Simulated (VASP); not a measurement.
GaN: single point with LDA

Crystal: GaN.

```
Ga N
1.0
     3.15180    0.00000    0.00000
    -1.57590    2.72954    0.00000
     0.00000    0.00000    5.13844
Ga N
2 2
Direct
  0.33333 0.66667 0.00029
  0.66667 0.33333 0.50029
  0.33333 0.66667 0.37671
  0.66667 0.33333 0.87671
```

* Program: VASP 6.6.1
* Task: single point
* Functional: LDA
* Potentials or basis: VASP PAW LDA potentials, release 64 (Ga_d, N)
* Cutoff: 520 eV
* k mesh: 9 × 9 × 6
* Occupations: gaussian, width 0.01 eV
* Spin: no spin polarisation
* Dipole correction: no
* Further INCAR settings: ALGO = Normal; EDIFF = 1e-06; NBANDS = 26

```yaml
Pressure: 1.1 GPa
Band_gap_on_the_k_mesh: 2.15 eV
```

Levels at points of the mesh, in eV from the valence-band top:
| k point | band 15 | band 16 | band 17 | band 18 | band 19 | band 20 | band 21 | band 22 |
| --- | --- | --- | --- | --- | --- | --- | --- | --- |
| (0.00, 0.00, 0.00) | -1.08 | -0.05 | 0.00 | 0.00 | 2.15 | 4.38 | 9.22 | 9.90 |
| (0.00, 0.00, 0.50) | -0.56 | -0.56 | -0.56 | -0.56 | 4.41 | 4.41 | 8.47 | 8.47 |

Run time: 67 s on 1 thread of Intel Xeon 8259CL (shared host), peak memory 0.17 GiB.
